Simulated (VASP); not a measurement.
Wanted: the native input for a VASP 6.6.1 run.

- Task: single point
- Functional: LDA
- Potentials or basis: VASP PAW LDA potentials, release 64 (Ca_sv, O)
- Cutoff: 520 eV
- k mesh: 6 × 6 × 4
- Occupations: gaussian, width 0.05 eV
- Spin: no spin polarisation
- Dipole correction: no
- Further INCAR settings: ALGO = Normal; EDIFF = 1e-06; NBANDS = 24

The structure of CaO lies in POSCAR:

```
CaO
1.0
    3.9919760000      0.0000000000      0.0000000000
   -1.9959880000      3.4571520000      0.0000000000
    0.0000000000      0.0000000000      4.9283852000
Ca O
2 2
Direct
    0.3333333333      0.6666666667      0.7500000000
    0.6666666667      0.3333333333      0.2500000000
    0.3333333333      0.6666666667      0.2500000000
    0.6666666667      0.3333333333      0.7500000000
```

These files were run (other wordings do the same):

INCAR

```
SYSTEM = CaO
  PREC = Accurate
  ENCUT = 520
  EDIFF = 1E-6
  ISMEAR = 0
  SIGMA = 0.05
  LREAL = .FALSE.
  LASPH = .TRUE.
  NELM = 60
  ALGO = Normal
  ISIF = 2
  LWAVE = .FALSE.
  LCHARG = .FALSE.
  NBANDS = 24
```

KPOINTS

```
Automatic mesh
0
G
  6 6 4
  0 0 0
```

Potentials or basis: VASP PAW LDA potentials, release 64 (Ca_sv, O).

Command:

```bash
$ cat potpaw_LDA.64/Ca_sv/POTCAR potpaw_LDA.64/O/POTCAR > POTCAR
$ mpirun -np 1 vasp_std > vasp.out
```

Results of the run:

```json
{
  "Pressure": "-7.4 GPa",
  "Band gap on the k mesh": "2.96 eV, direct"
}
```

Wall time 31 s on 1 thread of Intel(R) Xeon(R) Platinum 8488C (Sapphire Rapids) (shared host), peak memory 0.17 GiB.
